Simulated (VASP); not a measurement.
A run of VASP 6.6.1 is set up as follows.

The input INCAR:

```
ALGO = Normal
EDIFF = 1E-6
ENCUT = 520
GGA = PE
ISIF = 2
ISMEAR = 0
LASPH = T
LCHARG = F
LREAL = F
LWAVE = F
NBANDS = 16
NELM = 80
PREC = Accurate
SIGMA = 0.05
```

KPOINTS

```
k-points
0
Gamma
  10 10 10
```

Contents of POSCAR:

```
GaP
1.0
    0.0000000000      2.5220402787      3.2786523623
    2.5220402787      0.0000000000      3.2786523623
    2.5220402787      2.5220402787      0.0000000000
Ga P
1 1
Direct
    0.0000000000      0.0000000000      0.0000000000
    0.7500000000      0.7500000000      0.7500000000
```

Potentials or basis: VASP PAW PBE potentials, release 64 (Ga_d, P).

Launch:

```sh
$ cat potpaw_PBE.64/Ga_d/POTCAR potpaw_PBE.64/P/POTCAR > POTCAR
$ mpirun -np 1 vasp_std > vasp.out
```

Task: What does it give for the band gap on the k mesh?

Result: Zero (band 9 reaches 5.09 eV, above the bottom of band 10 at 4.82 eV).

Task: Predict the pressure.

Result: -0.4 GPa.

Stress tensor (GPa, compression positive):
```
  8.07   0.00   0.00
  0.00   8.07   0.00
  0.00   0.00 -17.40
```
